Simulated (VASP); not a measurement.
# TaN (P-6m2) in VASP: notebook

Runs on TaN. Level: PBE. Tasks: electric field gradients.

Program: VASP 6.6.1. These are calculated values, not measurements. Logs are shortened: lines on timing, memory, paths and dates and some standing lists are left out, and cuts for length are marked.

## 1. The cell of the first run

It takes space group P-6m2 (No. 187, hexagonal). The conventional cell has a = 2.879 Å, b = 2.879 Å, c = 2.825 Å, α = 90.00°, β = 90.00°, γ = 120.00°. Within 2.9 Å of Ta (site symmetry -6m2) lie 6 N at 2.18 Å and 8 Ta at 2.82 to 2.88 Å. Within 2.9 Å of N (site symmetry -6m2) lie 6 Ta at 2.18 Å and 8 N at 2.82 to 2.88 Å.

## 2. Electric field gradients, PBE (volume scaled by 0.9405)

Input file INCAR:

```
SYSTEM = TaN
PREC     = Accurate       ! precision mode
ENCUT    = 520            ! plane-wave cutoff, eV
EDIFF    = 1E-8           ! SCF threshold, eV
ISMEAR   = -1             ! smearing method
SIGMA    = 0.02           ! smearing width, eV
LREAL    = .FALSE.        ! projectors in reciprocal space
LASPH    = .TRUE.         ! aspherical terms in the spheres
NELM     = 80             ! most SCF steps
ALGO     = Normal         ! electronic algorithm
ISIF     = 2              ! what is computed and relaxed
LWAVE    = .FALSE.        ! write WAVECAR
LCHARG   = .FALSE.        ! write CHGCAR
GGA      = PE             ! functional
LEFG     = .TRUE.       
NBANDS   = 15             ! bands
```

Input file KPOINTS:

```
Automatic mesh
0
G
  12 12 10
  0 0 0
```

Input file POSCAR:

```
TaN
1.0
    2.8785330664      0.0000000000      0.0000000000
   -1.4392665332      2.4928827612      0.0000000000
    0.0000000000      0.0000000000      2.8246473979
Ta N
1 1
Direct
    0.3333333333      0.6666666667      0.5000000000
    0.0000000000      0.0000000000      0.0000000000
```

Potentials or basis: VASP PAW PBE potentials, release 64 (Ta_pv, N).

Run with:

```
$ cat potpaw_PBE.64/Ta_pv/POTCAR potpaw_PBE.64/N/POTCAR > POTCAR
$ mpirun -np 1 vasp_std > vasp.out
```

OUTCAR:

```text
SYSTEM = TaN
   PREC = Accurate
   ENCUT = 520
   EDIFF = 1E-8
   ISMEAR = -1
   LREAL = .FALSE.
   LASPH = .TRUE.
   NELM = 80
   ISIF = 2
   GGA = PE

 ion  position               nearest neighbor table
   1  0.333  0.667  0.500-   2 2.18   2 2.18   2 2.18   2 2.18   2 2.18   2 2.18
   2  0.000  0.000  0.000-   1 2.18   1 2.18   1 2.18   1 2.18   1 2.18   1 2.18

  LATTYP: Found a hexagonal cell.
 ALAT       =     2.8785330664
 C/A-ratio  =     0.9812801635

  Lattice vectors:

 A1 = (   2.8785330664,   0.0000000000,   0.0000000000)
 A2 = (  -1.4392665332,   2.4928827612,   0.0000000000)
 A3 = (   0.0000000000,   0.0000000000,   2.8246473979)

Analysis of symmetry for initial positions (statically):
=====================================================================
 Subroutine PRICEL returns:
 Original cell was already a primitive cell.

 Routine SETGRP: Setting up the symmetry group for a
 hexagonal supercell.

 Subroutine GETGRP returns: Found 12 space group operations
 (whereof 12 operations were pure point group operations)
 out of a pool of 24 trial point group operations.

The static configuration has the point symmetry D_3h.

Analysis of symmetry for dynamics (positions and initial velocities):
=====================================================================
 Subroutine PRICEL returns:
 Original cell was already a primitive cell.

 Routine SETGRP: Setting up the symmetry group for a
 hexagonal supercell.

 Subroutine GETGRP returns: Found 12 space group operations
 (whereof 12 operations were pure point group operations)
 out of a pool of 24 trial point group operations.

The dynamic configuration has the point symmetry D_3h.

 Subroutine INISYM returns: Found 12 space group operations
 (whereof 12 operations are pure point group operations),
 and found     1 'primitive' translations

----------------------------------------------------------------------------------------

                                     Primitive cell

  volume of cell :      20.2692

  direct lattice vectors                    reciprocal lattice vectors
     2.878533066  0.000000000  0.000000000     0.347399171  0.200571005  0.000000000
[... 137 lines left out ...]
 cond. band min:       9.0394979594   @ k =   0.3333   0.3333   0.0000
 fundamental gap:      0.1395105622
 Fermi energy:         9.0193460834

 k-point     1 :       0.0000    0.0000    0.0000
  band No.  band energies     occupation
      1     -25.7587      2.00000
      2     -25.4606      2.00000
      3     -25.4606      2.00000
      4      -9.3452      2.00000
      5       4.0659      2.00000
      6       4.0659      2.00000
      7       4.4082      2.00000
      8       5.9114      2.00000
      9      11.5873      0.00000
     10      12.7880      0.00000
     11      12.7880      0.00000
     12      13.2787      0.00000
     13      13.2787      0.00000
     14      22.3903      0.00000
[... 401 lines left out ...]
      2     -25.7277      2.00000
      3     -25.6655      2.00000
      4      -7.4212      2.00000
      5       0.9993      2.00000
      6       3.6213      2.00000
      7       5.0785      2.00000
      8       6.0344      2.00000
      9      11.7813      0.00000
     10      12.1417      0.00000
     11      13.8905      0.00000
     12      14.3546      0.00000
     13      16.6549      0.00000
     14      22.4690      0.00000
     15      22.7606      0.00000

 [... further k-points ...]

------------------------ aborting loop because EDIFF is reached ----------------------------------------

  FORCE on cell =-STRESS in cart. coord.  units (eV):
  Direction    XX          YY          ZZ          XY          YZ          ZX
  --------------------------------------------------------------------------------------
  -------------------------------------------------------------------------------------
  Total        3.7124088      3.7124088      4.2446024      0.0000000     -0.0000000      0.0000000
  in kB      293.4465830    293.4465830    335.5137175      0.0000000     -0.0000000      0.0000000
  external PRESSURE =     307.4689612 kB  Pullay stress =       0.0000000 kB

 VOLUME and BASIS-vectors are now :
 -----------------------------------------------------------------------------
  energy-cutoff  :      520.00
  volume of cell :       20.27
      direct lattice vectors                 reciprocal lattice vectors
     2.878533066  0.000000000  0.000000000     0.347399171  0.200571005  0.000000000
    -1.439266533  2.492882761  0.000000000     0.000000000  0.401142009  0.000000000
     0.000000000  0.000000000  2.824647398     0.000000000  0.000000000  0.354026489

 POSITION                                       TOTAL-FORCE (eV/Angst)
 -----------------------------------------------------------------------------------
     -0.00000      1.66192      1.41232        -0.000000      0.000000      0.000000
      0.00000      0.00000      0.00000         0.000000      0.000000      0.000000
 -----------------------------------------------------------------------------------
    total drift:                                0.000000     -0.000000     -0.000000

  FREE ENERGIE OF THE ION-ELECTRON SYSTEM (eV)
  ---------------------------------------------------
  free  energy   TOTEN  =       -22.3002654452 eV

  energy  without entropy=      -22.3001779138  energy(sigma->0) =      -22.30022168

 Electric field gradients (V/A^2)
---------------------------------------------------------------------
 ion       V_xx      V_yy      V_zz      V_xy      V_xz      V_yz
---------------------------------------------------------------------
   1      -5.530    -5.529    11.059     0.000     0.000    -0.000
   2       0.167     0.168    -0.335     0.000     0.000     0.000
---------------------------------------------------------------------

 Electric field gradients after diagonalization (V/A^2)
 (convention: |V_zz| > |V_xx| > |V_yy|)
----------------------------------------------------------------------
 ion       V_xx      V_yy      V_zz     asymmetry (V_yy - V_xx)/ V_zz
----------------------------------------------------------------------
   1      -5.530    -5.529    11.059       0.000
   2       0.168     0.167    -0.335       0.003
----------------------------------------------------------------------

           NMR quadrupolar parameters

 Cq : quadrupolar parameter    Cq=e*Q*V_zz/h
 eta: asymmetry parameters     (V_yy - V_xx)/ V_zz
 Q  : nuclear electric quadrupole moment in mb (millibarn)
----------------------------------------------------------------------
 ion       Cq(MHz)       eta       Q (mb)
----------------------------------------------------------------------
   1       0.027       0.000       1.000
   2      -0.001       0.003       1.000
----------------------------------------------------------------------
```

It took 46 s on 1 thread of Intel Xeon 8259CL, shared host; peak memory 0.16 GiB.

Results:

* Free energy: -22.3003 eV
* Pressure: 30.7 GPa
* Band gap on the k mesh: zero (band 8 reaches 9.35 eV, above the bottom of band 9 at 8.81 eV)

Electric field gradients, principal values (V/Å²):
| atom | least | middle | greatest (by size) |
| --- | --- | --- | --- |
| 1 Ta | -5.529 | -5.530 | 11.059 |
| 2 N | 0.167 | 0.168 | -0.335 |

Caveat: without QUAD_EFG the Cq values of the log hold for a quadrupole moment of 1 mb, not for the nuclei; spin-orbit coupling is left out, which moves the levels of the heavy elements.

## 3. Electric field gradients, PBE (volume scaled by 0.96)

Input file INCAR:

```
PREC = Accurate
ENCUT = 520
EDIFF = 1E-8
ISMEAR = -1
SIGMA = 0.02
LREAL = F
LASPH = T
NELM = 60
ALGO = Normal
ISIF = 2
LWAVE = F
LCHARG = F
GGA = PE
LEFG = T
NBANDS = 15
```

Input file KPOINTS:

```
regular mesh
0
Gamma
  12 12 10
```

Input file POSCAR:

```
TaN
1.0
    2.8982913036      0.0000000000      0.0000000000
   -1.4491456518      2.5099938965      0.0000000000
    0.0000000000      0.0000000000      2.8440357641
Ta N
1 1
Direct
    0.3333333333      0.6666666667      0.5000000000
    0.0000000000      0.0000000000      0.0000000000
```

Potentials or basis: VASP PAW PBE potentials, release 64 (Ta_pv, N).

Run with:

```
$ cat potpaw_PBE.64/Ta_pv/POTCAR potpaw_PBE.64/N/POTCAR > POTCAR
$ mpirun -np 1 vasp_std > vasp.out
```

OUTCAR:

```text
PREC = Accurate
   ENCUT = 520
   EDIFF = 1E-8
   ISMEAR = -1
   LREAL = F
   LASPH = T
   NELM = 60
   ISIF = 2
   GGA = PE

 ion  position               nearest neighbor table
   1  0.333  0.667  0.500-   2 2.20   2 2.20   2 2.20   2 2.20   2 2.20   2 2.20
   2  0.000  0.000  0.000-   1 2.20   1 2.20   1 2.20   1 2.20   1 2.20   1 2.20

  LATTYP: Found a hexagonal cell.
 ALAT       =     2.8982913036
 C/A-ratio  =     0.9812801634

  Lattice vectors:

[... 644 lines left out ...]

  FREE ENERGIE OF THE ION-ELECTRON SYSTEM (eV)
  ---------------------------------------------------
  free  energy   TOTEN  =       -22.3689873884 eV

  energy  without entropy=      -22.3688998607  energy(sigma->0) =      -22.36894362

 Electric field gradients (V/A^2)
---------------------------------------------------------------------
 ion       V_xx      V_yy      V_zz      V_xy      V_xz      V_yz
---------------------------------------------------------------------
   1      -7.109    -7.108    14.217     0.000     0.000    -0.000
   2      -0.001     0.000     0.000     0.001    -0.000    -0.000
---------------------------------------------------------------------

 Electric field gradients after diagonalization (V/A^2)
 (convention: |V_zz| > |V_xx| > |V_yy|)
----------------------------------------------------------------------
 ion       V_xx      V_yy      V_zz     asymmetry (V_yy - V_xx)/ V_zz
----------------------------------------------------------------------
   1      -7.109    -7.108    14.217       0.000
   2       0.001     0.000    -0.001       0.377
----------------------------------------------------------------------

           NMR quadrupolar parameters

 Cq : quadrupolar parameter    Cq=e*Q*V_zz/h
 eta: asymmetry parameters     (V_yy - V_xx)/ V_zz
 Q  : nuclear electric quadrupole moment in mb (millibarn)
----------------------------------------------------------------------
 ion       Cq(MHz)       eta       Q (mb)
----------------------------------------------------------------------
   1       0.034       0.000       1.000
   2      -0.000       0.377       1.000
----------------------------------------------------------------------
```

OSZICAR:

```text
N       E                     dE             d eps       ncg     rms          rms(c)
DAV:   1     0.904312807777E+02    0.90431E+02   -0.88424E+03  3420   0.114E+03
DAV:   2    -0.221385004438E+02   -0.11257E+03   -0.10650E+03  4162   0.309E+02
DAV:   3    -0.248629883014E+02   -0.27245E+01   -0.27142E+01  3987   0.446E+01
DAV:   4    -0.248734358828E+02   -0.10448E-01   -0.10445E-01  4393   0.300E+00
DAV:   5    -0.248734981683E+02   -0.62285E-04   -0.62279E-04  4029   0.211E-01    0.256E+01
DAV:   6    -0.224268427831E+02    0.24467E+01   -0.39425E+00  4401   0.237E+01    0.109E+01
DAV:   7    -0.223953584017E+02    0.31484E-01   -0.63608E-01  3658   0.608E+00    0.751E+00
DAV:   8    -0.223779286174E+02    0.17430E-01   -0.13054E-01  4239   0.310E+00    0.180E+00
DAV:   9    -0.223689716110E+02    0.89570E-02   -0.16604E-02  3819   0.110E+00    0.163E-01
DAV:  10    -0.223690689910E+02   -0.97380E-04   -0.12932E-03  4141   0.402E-01    0.926E-02
DAV:  11    -0.223689876753E+02    0.81316E-04   -0.10669E-04  4022   0.110E-01    0.117E-02
DAV:  12    -0.223689875770E+02    0.98371E-07   -0.13854E-05  3777   0.340E-02    0.488E-03
DAV:  13    -0.223689875166E+02    0.60377E-07   -0.76167E-08  4239   0.276E-03    0.330E-03
DAV:  14    -0.223689873895E+02    0.12711E-06   -0.22283E-08  4106   0.141E-03    0.332E-04
DAV:  15    -0.223689873884E+02    0.10989E-08   -0.83346E-10  1794   0.297E-04
   1 F= -.22368987E+02 E0= -.22368944E+02  d E =-.875276E-04
```

Wall time 48 s (1 thread of Intel Xeon 8259CL, shared host); peak memory 0.16 GiB.

Results:

| Item | Value |
| --- | --- |
| Free energy | -22.3690 eV |
| Pressure | 21.5 GPa |
| Band gap on the k mesh | zero (band 8 reaches 9.12 eV, above the bottom of band 9 at 8.59 eV) |

Electric field gradients, principal values (V/Å²):
```tsv
atom	least	middle	greatest (by size)
1 Ta	-7.108	-7.109	14.217
2 N	0.000	-0.001	0.001
```

Caveat: without QUAD_EFG the Cq values of the log hold for a quadrupole moment of 1 mb, not for the nuclei; spin-orbit coupling is left out, which moves the levels of the heavy elements.
